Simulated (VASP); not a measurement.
Set up this calculation in VASP 6.6.1, as the native input.

* Task: single point
* Functional: PBEsol
* Potentials or basis: VASP PAW PBE potentials, release 64 (Al, Ni)
* Cutoff: 520 eV
* k mesh: 12 × 9 × 1
* Occupations: gaussian, width 0.1 eV
* Spin: no spin polarisation
* Dipole correction: yes
* Further INCAR settings: ALGO = Fast; EDIFF = 1e-07; NBANDS = 51

The structure of AlNi lies in POSCAR:

```
AlNi
1.0
    2.8621655562      0.0000000000      0.0000000000
    0.0000000000      4.0477133473      0.0000000000
    0.0000000000      0.0000000000     25.1192833684
Al Ni
6 6
Direct
    0.0000000000      0.5000000000      0.2951704222
    0.0000000000      0.0000000000      0.3789409931
    0.0000000000      0.5000000000      0.4598435199
    0.0000000000      0.0000000000      0.5401562584
    0.0000000000      0.5000000000      0.6210589370
    0.0000000000      0.0000000000      0.7048298471
    0.5000000000      0.0000000000      0.3027811927
    0.5000000000      0.5000000000      0.3796772474
    0.5000000000      0.0000000000      0.4592020168
    0.5000000000      0.5000000000      0.5407974808
    0.5000000000      0.0000000000      0.6203230080
    0.5000000000      0.5000000000      0.6972190766
```

One way to write it, as run:

INCAR

```
  PREC = Accurate
  ENCUT = 520
  EDIFF = 1E-7
  ISMEAR = 0
  SIGMA = 0.1
  LREAL = False
  LASPH = True
  NELM = 60
  ALGO = Fast
  ISIF = 2
  LWAVE = False
  LCHARG = True
  LDIPOL = True
  IDIPOL = 3
  DIPOL = 0.5 0.5 0.500
  GGA = PS
  LELF = True
  LVHAR = True
  LVACPOTAV = True
  NBANDS = 51
```

KPOINTS

```
regular mesh
0
Gamma
  12 9 1
```

Potentials or basis: VASP PAW PBE potentials, release 64 (Al, Ni).

Command:

```sh
$ cat potpaw_PBE.64/Al/POTCAR potpaw_PBE.64/Ni/POTCAR > POTCAR
$ mpirun -np 1 vasp_std > vasp.out
```

Results of the run:

* Largest force: 0.014 eV/Å
* Band gap on the k mesh: zero (bands 39 and 40 overlap by 1.49 eV)

Caveat: the PAW data sets were made with another functional, which shifts forces and pressure a little.

Wall time 20 min on 1 thread of Intel(R) Xeon(R) Platinum 8259CL CPU @ 2.50GHz (Skylake/Cascade Lake), on a shared host, peak memory 0.58 GiB.
